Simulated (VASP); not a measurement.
**Ta2N: single point with PBE**

Ta2N:

```
CELL_PARAMETERS angstrom
5.31413 0.00000 0.00000
-2.65707 4.60218 0.00000
0.00000 0.00000 4.95549
ATOMIC_POSITIONS crystal
Ta 0.66689 0.66689 0.75301
Ta 0.00000 0.33311 0.75301
Ta 0.33311 0.00000 0.75301
Ta 0.33311 0.33311 0.24699
Ta 0.00000 0.66689 0.24699
Ta 0.66689 0.00000 0.24699
N 0.66667 0.33333 0.50000
N 0.33333 0.66667 0.50000
N 0.00000 0.00000 0.00000
```

```yaml
Program: VASP 6.6.1
Task: single point
Functional: PBE
Potentials_or_basis: VASP PAW PBE potentials, release 64 (Ta_pv, N)
Cutoff: 520 eV
k_mesh: 12 × 12 × 8
Occupations: gaussian, width 0.1 eV
Spin: no spin polarisation
Dipole_correction: no
Further_INCAR_settings: ALGO = Normal; EDIFF = 1e-06; NBANDS = 50
```

```
Pressure               : 0.5 GPa
Largest force          : 0.014 eV/Å
Band gap on the k mesh : zero (an odd number of electrons rules out a gap without spin polarisation)
```

Forces in eV/Å, atoms in the order of the input:
```
Ta  -0.001 -0.002  0.014
Ta  -0.001  0.002  0.014
Ta   0.002  0.000  0.014
Ta   0.001  0.002 -0.014
Ta   0.001 -0.002 -0.014
Ta  -0.002  0.000 -0.014
N    0.000  0.000  0.000
N    0.000  0.000  0.000
N    0.000  0.000  0.000
```

Levels at points of the mesh, in eV from the Fermi level:
| k point | band 38 | band 39 | band 40 | band 41 | band 42 | band 43 | band 44 | band 45 |
| --- | --- | --- | --- | --- | --- | --- | --- | --- |
| (0.00, 0.00, 0.00) | -0.79 | -0.48 | -0.48 | -0.37 | -0.10 | -0.10 | 0.70 | 0.70 |
| (0.50, 0.00, 0.00) | -1.95 | -1.42 | 0.35 | 0.56 | 0.92 | 0.98 | 1.77 | 2.21 |
| (0.00, 0.00, 0.50) | -1.74 | -1.39 | -1.39 | -0.94 | 0.61 | 0.61 | 0.83 | 2.02 |
| (0.50, 0.00, 0.50) | -1.27 | -1.22 | -0.75 | -0.14 | 0.14 | 0.14 | 0.64 | 0.98 |

It took 9.9 min on 1 thread of Intel(R) Xeon(R) Platinum 8488C (Sapphire Rapids) (shared host), peak memory 0.65 GiB.

Caveat: spin-orbit coupling is left out, which moves the levels of the heavy elements.
